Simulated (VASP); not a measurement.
Input of a VASP 6.6.1 run:

The input INCAR:

```
SYSTEM = SnSe
PREC = Accurate
ENCUT = 520
EDIFF = 1E-7
ISMEAR = -1
SIGMA = 0.02
LREAL = .FALSE.
LASPH = .TRUE.
NELM = 80
ALGO = Normal
ISIF = 2
LWAVE = .FALSE.
LCHARG = .FALSE.
GGA = CA
NBANDS = 17
```

KPOINTS

```
Automatic mesh
0
G
  8 8 8
  0 0 0
```

The input POSCAR:

```
SnSe
1.0
    0.0000000000      2.9464561409      2.9464561409
    2.9464561409      0.0000000000      2.9464561409
    2.9464561409      2.9464561409      0.0000000000
Sn Se
1 1
Direct
    0.0000000000      0.0000000000      0.0000000000
    0.5000000000      0.5000000000      0.5000000000
```

Potentials or basis: VASP PAW LDA potentials, release 64 (Sn_d, Se).

Run with:

```bash
$ cat potpaw_LDA.64/Sn_d/POTCAR potpaw_LDA.64/Se/POTCAR > POTCAR
$ mpirun -np 1 vasp_std > vasp.out
```

Task: Predict the pressure.

Result: 0.1 GPa.

Task: Predict the band gap on the k mesh.

Result: 0.77 eV (least direct gap 0.92 eV).

Caveat: spin-orbit coupling is left out, which moves the levels of the heavy elements. A k mesh can miss the band edges.
